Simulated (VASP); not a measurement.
# BP (F-43m) in VASP: notebook

The runs below take BP through single point, with r2SCAN, PBE, PBE0.

All numbers are computed with VASP 6.6.1; they aren't measurements. Logs are shortened: lines on timing, memory, paths and dates and some standing lists are left out, and cuts for length are marked.

## 1. The cell of the first run

It takes space group F-43m (No. 216, cubic). The conventional cell has a = 4.537 Å, b = 4.537 Å, c = 4.537 Å, α = 90.00°, β = 90.00°, γ = 90.00°. Within 2.6 Å of B (site symmetry -43m) lie 4 P at 1.96 Å. Within 2.6 Å of P (site symmetry -43m) lie 4 B at 1.96 Å.

## 2. Single point, r2SCAN

The input, POSCAR:

```
BP
1.0
    0.0000000000      2.2683156689      2.2683156689
    2.2683156689      0.0000000000      2.2683156689
    2.2683156689      2.2683156689      0.0000000000
B P
1 1
Direct
    0.0000000000      0.0000000000      0.0000000000
    0.2500000000      0.2500000000      0.2500000000
```

The input, INCAR.step1:

```
PREC = Accurate ; ENCUT = 520
ISMEAR = 0 ; SIGMA = 0.01
LREAL = F ; LASPH = T
NELM = 80 ; NBANDS = 11
GGA = PE ; ALGO = Normal
EDIFF = 1E-4 ; LWAVE = T
LCHARG = F
```

The input, INCAR.step2:

```
PREC = Accurate ; ENCUT = 520
EDIFF = 1E-6 ; ISMEAR = 0
SIGMA = 0.01 ; LREAL = F
LASPH = T ; NELM = 80
ALGO = Normal ; ISIF = 2
LWAVE = F ; LCHARG = F
METAGGA = R2SCAN ; LMIXTAU = T
NBANDS = 11 ; ISTART = 1
```

The input, KPOINTS:

```
regular mesh
0
Gamma
  6 6 6
```

Potentials or basis: VASP PAW PBE potentials, release 64 (B, P).

Launch:

```console
$ cat potpaw_PBE.64/B/POTCAR potpaw_PBE.64/P/POTCAR > POTCAR
$ cp INCAR.step1 INCAR
$ mpirun -np 1 vasp_std > vasp.out
$ cp INCAR.step2 INCAR
$ mpirun -np 1 vasp_std > vasp.out
```

OUTCAR:

```text
PREC = Accurate
   ENCUT = 520
   EDIFF = 1E-6
   ISMEAR = 0
   LREAL = F
   LASPH = T
   NELM = 80
   ISIF = 2
   METAGGA = R2SCAN
   ISTART = 1

 ion  position               nearest neighbor table
   1  0.000  0.000  0.000-   2 1.96   2 1.96   2 1.96   2 1.96
   2  0.250  0.250  0.250-   1 1.96   1 1.96   1 1.96   1 1.96

  LATTYP: Found a face centered cubic cell.
 ALAT       =     4.5366313378

  Lattice vectors:

 A1 = (   0.0000000000,   2.2683156689,   2.2683156689)
 A2 = (   2.2683156689,   0.0000000000,   2.2683156689)
 A3 = (   2.2683156689,   2.2683156689,   0.0000000000)

Analysis of symmetry for initial positions (statically):
=====================================================================
 Subroutine PRICEL returns:
 Original cell was already a primitive cell.

 Routine SETGRP: Setting up the symmetry group for a
 face centered cubic supercell.

 Subroutine GETGRP returns: Found 24 space group operations
 (whereof 24 operations were pure point group operations)
 out of a pool of 48 trial point group operations.

The static configuration has the point symmetry T_d .

Analysis of symmetry for dynamics (positions and initial velocities):
=====================================================================
 Subroutine PRICEL returns:
 Original cell was already a primitive cell.

 Routine SETGRP: Setting up the symmetry group for a
 face centered cubic supercell.

 Subroutine GETGRP returns: Found 24 space group operations
 (whereof 24 operations were pure point group operations)
 out of a pool of 48 trial point group operations.

The dynamic configuration has the point symmetry T_d .

 Subroutine INISYM returns: Found 24 space group operations
 (whereof 24 operations are pure point group operations),
 and found     1 'primitive' translations

----------------------------------------------------------------------------------------

                                     Primitive cell

  volume of cell :      23.3421

  direct lattice vectors                    reciprocal lattice vectors
     0.000000000  2.268315669  2.268315669    -0.220427874  0.220427874  0.220427874
     2.268315669  0.000000000  2.268315669     0.220427874 -0.220427874  0.220427874
     2.268315669  2.268315669  0.000000000     0.220427874  0.220427874 -0.220427874

  length of vectors
     3.207882783  3.207882783  3.207882783     0.381792277  0.381792277  0.381792277

  position of ions in fractional coordinates (direct lattice)
     0.000000000  0.000000000  0.000000000
     0.250000000  0.250000000  0.250000000

  ion indices of the primitive-cell ions
   primitive index   ion index
                 1           1
                 2           2

----------------------------------------------------------------------------------------

 KPOINTS: regular mesh

Automatic generation of k-mesh.
 Grid dimensions read from file:
 generate k-points for:    6    6    6

 Generating k-lattice:

  Cartesian coordinates                     Fractional coordinates (reciprocal lattice)
    -0.036737979  0.036737979  0.036737979     0.166666667  0.000000000  0.000000000
     0.036737979 -0.036737979  0.036737979     0.000000000  0.166666667  0.000000000
     0.036737979  0.036737979 -0.036737979     0.000000000  0.000000000  0.166666667

  Length of vectors
     0.063632046  0.063632046  0.063632046

  Shift w.r.t. Gamma in fractional coordinates (k-lattice)
     0.000000000  0.000000000  0.000000000

 Subroutine IBZKPT returns following result:
 ===========================================

 Found     16 irreducible k-points:

 Following reciprocal coordinates:
            Coordinates               Weight
  0.000000  0.000000  0.000000      1.000000
  0.166667  0.000000  0.000000      8.000000
  0.333333  0.000000  0.000000      8.000000
  0.500000  0.000000  0.000000      4.000000
  0.166667  0.166667  0.000000      6.000000
  0.333333  0.166667  0.000000     24.000000
[... 8 lines left out ...]
 -0.333333  0.333333  0.166667     24.000000
 -0.333333  0.500000  0.166667     12.000000
   k-points           NKPTS =     16   k-points in BZ     NKDIM =     16   number of bands    NBANDS=     11
   number of dos      NEDOS =    301   number of ions     NIONS =      2
   total plane-waves  NPLWV =  13824
   dimension x,y,z NGX =    24 NGY =   24 NGZ =   24
   dimension x,y,z NGXF=    48 NGYF=   48 NGZF=   48
   ions per type =               1   1
   NGX,Y,Z   is equivalent  to a cutoff of  12.44, 12.44, 12.44 a.u.
   NGXF,Y,Z  is equivalent  to a cutoff of  24.88, 24.88, 24.88 a.u.
 SYSTEM =  unknown system
   PREC   = accura    normal or accurate (medium, high low for compatibility)
   ISTART =      1    job   : 0-new  1-cont  2-samecut
   ICHARG =      0    charge: 1-file 2-atom 10-const
   ISPIN  =      1    spin polarized calculation?
   LNONCOLLINEAR =      F non collinear calculations
   LSORBIT =      F    spin-orbit coupling
   LASPH  =      T    aspherical Exc in radial PAW
   ENCUT  =  520.0 eV  38.22 Ry    6.18 a.u.   5.96  5.96  5.96*2*pi/ulx,y,z
   NELM   =     80;   NELMIN=  2; NELMDL=  0     # of ELM steps
   EDIFF  = 0.1E-05   stopping-criterion for ELM
   LREAL  =      F    real-space projection
   EDIFFG = 0.1E-04   stopping-criterion for IOM
   NSW    =      0    number of steps for IOM
   IBRION =     -1    ionic relax: 0-MD 1-quasi-New 2-CG
   NFREE  =      0    steps in history (QN), initial steepest desc. (CG)
   ISIF   =      2    stress and relaxation
   ISYM   =      2    0-nonsym 1-usesym 2-fastsym
   POTIM  = 0.5000    time-step for ionic-motion
   TEBEG  =    0.0;   TEEND  =   0.0 temperature during run
   PSTRESS=    0.0 pullay stress
   NELECT =       8.0000    total number of electrons
   NUPDOWN=      -1.0000    fix difference up-down
   EMIN   =  10.00;   EMAX   =-10.00  energy-range for DOS
   EFERMI =   0.00;   METHOD = LEGACY
   ISMEAR =     0;   SIGMA  =   0.01  broadening in eV -4-tet -1-fermi 0-gaus
   EFERMI_NEDOS =   21; number of points for ismear=-14 and -15
   IALGO  =     38    algorithm
   IMIX   =      4    mixing-type and parameters
     AMIX     =   0.40;   BMIX     =  1.00
     AMIX_MAG =   1.60;   BMIX_MAG =  1.00
  volume/ion in A,a.u.               =      11.67        78.76
  Fermi-wavevector in a.u.,A,eV,Ry     =   1.145666  2.164995 17.858333  1.312550
  Thomas-Fermi vector in A             =   2.282353
   LORBIT       =      0    0 simple, 1 ext, 2 COOP (PROOUT), +10 PAW based schemes
   METAGGA = R2SCAN    functional components
   LHFCALC =     F    Hartree Fock is set to
   AEXX    =    0.0000 exact exchange contribution
   IVDW    =     0    specifies the selected vdW correction
   LEPSILON=     F    determine dielectric tensor
   LRPA    =     F    only Hartree local field effects (RPA)
 non-spin polarized calculation
 Gauss-broadening in eV      SIGMA  =   0.01
  energy-cutoff  :      520.00
  volume of cell :       23.34
 maximum number of plane-waves:       636
   NGX = 11   NGY = 11   NGZ = 11

 number of electron       8.0000000 magnetization

 Free energy of the ion-electron system (eV)
  ---------------------------------------------------
  ext. energy  EPLUGINS =         0.00000000
  ---------------------------------------------------
  free energy    TOTEN  =       -17.29445729 eV

  energy without entropy =      -17.29445729  energy(sigma->0) =      -17.29445729

 E-fermi :   7.5387     XC(G=0): -11.5023

 val. band max:        7.4051675642   @ k =   0.0000   0.0000   0.0000
 cond. band min:       8.9404124246   @ k =   0.5000   0.5000   0.0000
 fundamental gap:      1.5352448603
 Fermi energy:         7.5387091149

 k-point     1 :       0.0000    0.0000    0.0000
  band No.  band energies     occupation
      1      -8.8636      2.00000
      2       7.4052      2.00000
      3       7.4052      2.00000
      4       7.4052      2.00000
      5      11.0452      0.00000
      6      11.0452      0.00000
      7      11.0452      0.00000
      8      15.4308      0.00000
      9      19.8117      0.00000
     10      20.0507      0.00000
     11      20.0507      0.00000

 k-point     2 :       0.1667    0.0000    0.0000
  band No.  band energies     occupation
      1      -8.3400      2.00000
      2       4.4179      2.00000
      3       6.7004      2.00000
      4       6.7004      2.00000
      5      11.7615      0.00000
      6      12.0097      0.00000
      7      12.0097      0.00000
      8      16.7811      0.00000
      9      18.8712      0.00000
     10      18.8712      0.00000
     11      21.0889      0.00000

 k-point     3 :       0.3333    0.0000    0.0000
  band No.  band energies     occupation
      1      -6.8497      2.00000
      2       0.3193      2.00000
      3       5.8469      2.00000
      4       5.8469      2.00000
      5      11.6658      0.00000
      6      12.5921      0.00000
      7      12.5921      0.00000
      8      18.3265      0.00000
      9      19.9258      0.00000
     10      19.9258      0.00000
     11      21.7426      0.00000

 k-point     4 :       0.5000    0.0000    0.0000
  band No.  band energies     occupation
      1      -5.3678      2.00000
      2      -2.1029      2.00000
      3       5.5387      2.00000
      4       5.5387      2.00000
      5      11.5479      0.00000
      6      12.4336      0.00000
      7      12.4336      0.00000
      8      18.3248      0.00000
      9      22.8924      0.00000
     10      22.8924      0.00000
     11      23.2736      0.00000
[... 127 lines left out ...]
 k-point    14 :       0.5000    0.3333    0.1667
  band No.  band energies     occupation
      1      -5.5578      2.00000
      2       0.4953      2.00000
      3       2.1503      2.00000
      4       3.9702      2.00000
      5      11.7557      0.00000
      6      13.3470      0.00000
      7      14.3417      0.00000
      8      17.5981      0.00000
      9      21.0137      0.00000
     10      21.7473      0.00000
     11      26.2952      0.00000

 k-point    15 :      -0.3333    0.3333    0.1667
  band No.  band energies     occupation
      1      -4.1723      2.00000
      2      -1.1931      2.00000
      3       1.6268      2.00000
      4       3.2292      2.00000
      5      12.3049      0.00000
      6      13.5035      0.00000
      7      16.6525      0.00000
      8      17.1875      0.00000
      9      18.5869      0.00000
     10      23.1774      0.00000
     11      26.0394      0.00000

 k-point    16 :      -0.3333    0.5000    0.1667
  band No.  band energies     occupation
      1      -3.4914      2.00000
      2      -1.3707      2.00000
      3       1.8514      2.00000
      4       1.9751      2.00000
      5      11.5703      0.00000
      6      12.2113      0.00000
      7      17.1778      0.00000
      8      17.8642      0.00000
      9      21.2743      0.00000
     10      24.6202      0.00000
     11      24.8813      0.00000

------------------------ aborting loop because EDIFF is reached ----------------------------------------

  FORCE on cell =-STRESS in cart. coord.  units (eV):
  Direction    XX          YY          ZZ          XY          YZ          ZX
  --------------------------------------------------------------------------------------
  -------------------------------------------------------------------------------------
  Total       -0.0575058     -0.0575058     -0.0575058      0.0000000      0.0000000      0.0000000
  in kB       -3.9471296     -3.9471296     -3.9471296      0.0000000      0.0000000      0.0000000
  external PRESSURE =      -3.9471296 kB  Pullay stress =       0.0000000 kB

 VOLUME and BASIS-vectors are now :
 -----------------------------------------------------------------------------
  energy-cutoff  :      520.00
  volume of cell :       23.34
      direct lattice vectors                 reciprocal lattice vectors
     0.000000000  2.268315669  2.268315669    -0.220427874  0.220427874  0.220427874
     2.268315669  0.000000000  2.268315669     0.220427874 -0.220427874  0.220427874
     2.268315669  2.268315669  0.000000000     0.220427874  0.220427874 -0.220427874

 POSITION                                       TOTAL-FORCE (eV/Angst)
 -----------------------------------------------------------------------------------
      0.00000      0.00000      0.00000        -0.000000     -0.000000      0.000000
      1.13416      1.13416      1.13416         0.000000      0.000000     -0.000000
 -----------------------------------------------------------------------------------
    total drift:                                0.000000      0.000000      0.000000

  FREE ENERGIE OF THE ION-ELECTRON SYSTEM (eV)
  ---------------------------------------------------
  free  energy   TOTEN  =       -17.2944572928 eV

  energy  without entropy=      -17.2944572928  energy(sigma->0) =      -17.29445729
```

Wall time 13 s (1 thread of AMD EPYC 9R14 (Zen 4), shared host); peak memory 0.1 GiB.

What came out:

```
Free energy            : -17.2945 eV
Pressure               : -0.4 GPa
Band gap on the k mesh : 1.54 eV, indirect (least direct gap 3.64 eV)
```

Levels at points of the mesh, in eV from the valence-band top:
```csv
k point,band 2,band 3,band 4,band 5,band 6,band 7
"(0.00, 0.00, 0.00)",0.00,0.00,0.00,3.64,3.64,3.64
"(0.50, 0.00, 0.00)",-9.51,-1.87,-1.87,4.14,5.03,5.03
"(0.50, 0.50, 0.00)",-9.13,-4.35,-4.35,1.54,1.91,13.07
```

Caveat: the PAW data sets were made with another functional, which shifts forces and pressure a little. r2SCAN opens gaps a little over a GGA but as a rule still falls short of measured ones.

## 3. Single point, PBE

The input, INCAR:

```
SYSTEM = BP
ALGO     = Normal         ! electronic algorithm
EDIFF    = 1E-7           ! SCF threshold, eV
ENCUT    = 520            ! plane-wave cutoff, eV
GGA      = PE             ! functional
ISIF     = 2              ! what is computed and relaxed
ISMEAR   = 0              ! smearing method
LASPH    = .TRUE.         ! aspherical terms in the spheres
LCHARG   = .FALSE.        ! write CHGCAR
LREAL    = .FALSE.        ! projectors in reciprocal space
LWAVE    = .FALSE.        ! write WAVECAR
NBANDS   = 11             ! bands
NELM     = 100            ! most SCF steps
PREC     = Accurate       ! precision mode
SIGMA    = 0.01           ! smearing width, eV
```

The input, KPOINTS:

```
k-points
0
G
  10 10 10
  0 0 0
```

POSCAR is that of step 2.

Potentials or basis: VASP PAW PBE potentials, release 64 (B, P).

Launch:

```console
$ cat potpaw_PBE.64/B/POTCAR potpaw_PBE.64/P/POTCAR > POTCAR
$ mpirun -np 1 vasp_std > vasp.out
```

Wall time 7.2 s (1 thread of AMD EPYC 9R14 (Zen 4), shared host); peak memory 0.11 GiB.

Results (log left out):

| Quantity | Value |
| --- | --- |
| Free energy | -12.9303 eV |
| Pressure | 1.0 GPa |
| Band gap on the k mesh | 1.24 eV, indirect (least direct gap 3.40 eV) |

Levels at points of the mesh, in eV from the valence-band top:
```
           k point  band 2  band 3  band 4  band 5  band 6  band 7
(0.00, 0.00, 0.00)    0.00    0.00    0.00    3.40    3.40    3.40
(0.50, 0.00, 0.00)   -9.04   -1.76   -1.76    3.79    4.71    4.71
(0.50, 0.50, 0.00)   -8.59   -4.12   -4.12    1.33    1.66   12.13
```

A k mesh can miss the band edges.

## 4. Single point, PBE0

POSCAR is that of step 3.

The input, INCAR.step1:

```
SYSTEM = BP
PREC = Accurate ; ENCUT = 520
EDIFF = 1E-5 ; ISMEAR = 0
SIGMA = 0.01 ; LREAL = .False.
LASPH = .True. ; NELM = 80
ALGO = Normal ; ISIF = 2
LWAVE = .True. ; LCHARG = .False.
GGA = PE ; NBANDS = 11
```

The input, INCAR.step2:

```
SYSTEM = BP
PREC = Accurate ; ENCUT = 520
EDIFF = 1E-6 ; ISMEAR = 0
SIGMA = 0.01 ; LREAL = .False.
LASPH = .True. ; NELM = 80
ALGO = Normal ; ISIF = 2
LWAVE = .False. ; LCHARG = .False.
GGA = PE ; LHFCALC = .True.
AEXX = 0.25 ; PRECFOCK = Normal
ISTART = 1 ; NBANDS = 11
```

The input, KPOINTS:

```
regular mesh
0
Gamma
  6 6 6
  0 0 0
```

Launch:

```console
$ cat potpaw_PBE.64/B/POTCAR potpaw_PBE.64/P/POTCAR > POTCAR
$ cp INCAR.step1 INCAR
$ mpirun -np 1 vasp_std > vasp.out
$ cp INCAR.step2 INCAR
$ mpirun -np 1 vasp_std > vasp.out
```

Run time: 3.3 min. Hardware: 1 thread of AMD EPYC 9R14 (Zen 4), shared host; peak memory 0.11 GiB.

The run converged. Its results:

```
Free energy            : -15.7736 eV
Pressure               : -2.0 GPa
Band gap on the k mesh : 2.79 eV, indirect (least direct gap 5.05 eV)
```

Levels at points of the mesh, in eV from the valence-band top:
```csv
k point,band 1,band 2,band 3,band 4,band 5,band 6,band 7,band 8
"(0.00, 0.00, 0.00)",-17.18,0.00,0.00,0.00,5.05,5.05,5.05,9.45
"(0.50, 0.00, 0.00)",-13.51,-10.08,-1.96,-1.96,5.48,6.46,6.46,12.12
"(0.50, 0.50, 0.00)",-11.78,-9.65,-4.56,-4.56,2.79,3.13,14.61,14.61
```

Caveat: the PAW data sets were made with another functional, which shifts forces and pressure a little. A k mesh can miss the band edges.

## 5. Single point, PBE

The input, INCAR:

```
SYSTEM = BP
PREC = Accurate
ENCUT = 520
EDIFF = 1E-6
ISMEAR = 0
SIGMA = 0.01
LREAL = .FALSE.
LASPH = .TRUE.
NELM = 60
ALGO = Normal
ISIF = 2
LWAVE = .FALSE.
LCHARG = .FALSE.
GGA = PE
NBANDS = 11
```

The input, KPOINTS:

```
Automatic mesh
0
G
  6 6 6
  0 0 0
```

POSCAR is that of step 4.

Launch:

```console
$ cat potpaw_PBE.64/B/POTCAR potpaw_PBE.64/P/POTCAR > POTCAR
$ mpirun -np 1 vasp_std > vasp.out
```

It took 6.7 s on 1 thread of Intel Xeon 8259CL, shared host; peak memory 0.13 GiB.

It converged, with:

| Quantity | Value |
| --- | --- |
| Free energy | -12.9132 eV |
| Pressure | 1.2 GPa |
| Band gap on the k mesh | 1.33 eV, indirect (least direct gap 3.40 eV) |

Levels at points of the mesh, in eV from the valence-band top:
```tsv
k point	band 1	band 2	band 3	band 4	band 5	band 6	band 7	band 8	band 9
(0.00, 0.00, 0.00)	-15.47	0.00	0.00	0.00	3.40	3.40	3.40	7.39	11.52
(0.50, 0.00, 0.00)	-12.14	-9.04	-1.76	-1.76	3.79	4.71	4.71	10.13	14.63
(0.50, 0.50, 0.00)	-10.61	-8.59	-4.12	-4.12	1.33	1.66	12.13	12.13	15.24
```

A k mesh can miss the band edges. A hybrid or GW would open this gap; PBE tends to underestimate it.

## 6. The runs side by side

```tsv
level	k mesh	grid for exact exchange (PRECFOCK)	gap on the mesh (eV)	pressure (GPa)
r2SCAN	6 × 6 × 6	-	1.54	-0.4
PBE	10 × 10 × 10	-	1.24	1.0
PBE0	6 × 6 × 6	Normal	2.79	-2.0
PBE	6 × 6 × 6	-	1.33	1.2
```

Alike in all rows: task single point; potentials or basis VASP PAW PBE potentials, release 64 (B, P); no spin polarisation; cell as given; cutoff (eV) 520; smearing gaussian 0.01 eV.

On the cell as given the gap runs from 1.24 eV (PBE) to 2.79 eV (PBE0); the meshes differ, which moves gaps too. The pressure there spans -2.0 GPa (PBE0) to 1.2 GPa (PBE); a positive pressure means that this level wants a larger cell, a negative one a smaller.

Caveats: the PAW data sets were made with another functional, which shifts forces and pressure a little (some runs).

Total energies depend on the potentials used, so only differences within one code and one set of settings carry meaning.
